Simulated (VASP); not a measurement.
Write the native input for VASP 6.6.1 that does the following.

- Task: single point
- Functional: LDA
- Potentials or basis: VASP PAW LDA potentials, release 64 (Zn, Ni)
- Cutoff: 600 eV
- k mesh: 8 × 8 × 4
- Occupations: methfessel-paxton, width 0.01 eV
- Spin: collinear spin
- Starting moments: [0.0, 0.0, 0.08, 0.08] μB
- Dipole correction: no
- Further INCAR settings: ALGO = Normal; EDIFF = 1e-06; NBANDS = 34

The structure of ZnNi lies in POSCAR:

```
ZnNi
1.0
    2.9083000000      0.0000000000      0.0000000000
    0.0000000000      2.9083000000      0.0000000000
    0.0000000000      0.0000000000      5.8166000000
Zn Ni
2 2
Direct
    0.5000000000      0.5000000000      0.2500000000
    0.5000000000      0.5000000000      0.7500000000
    0.0000000000      0.0000000000      0.0000000000
    0.0000000000      0.0000000000      0.5000000000
```

The input as run:

INCAR

```
SYSTEM = ZnNi
PREC = Accurate ; ENCUT = 600
EDIFF = 1E-6 ; ISMEAR = 1
SIGMA = 0.01 ; LREAL = .False.
LASPH = .True. ; NELM = 200
ALGO = Normal ; ISIF = 2
LWAVE = .False. ; LCHARG = .False.
ISPIN = 2 ; MAGMOM = 0 0 0.08 0.08
LORBIT = 11 ; LMAXMIX = 4
NBANDS = 34 ; GGA_COMPAT = .False.
```

KPOINTS

```
regular mesh
0
Gamma
  8 8 4
  0 0 0
```

Potentials or basis: VASP PAW LDA potentials, release 64 (Zn, Ni).

Run with:

```bash
$ cat potpaw_LDA.64/Zn/POTCAR potpaw_LDA.64/Ni/POTCAR > POTCAR
$ mpirun -np 1 vasp_std > vasp.out
```

Results of the run:

| Quantity | Value |
| --- | --- |
| Pressure | -15.0 GPa |
| Net moment | 0.17 μB per cell |
| Site moments | Zn +0.00; Ni +0.08 μB |
| Valence electrons inside the program's atomic spheres | Zn 10.89; Ni 9.26 |

Caveat: the cell stands under tension.

Wall time 3 min on 1 thread of AMD EPYC 7R43 64-Core Processor (Zen 3), on a shared host, peak memory 0.21 GiB.
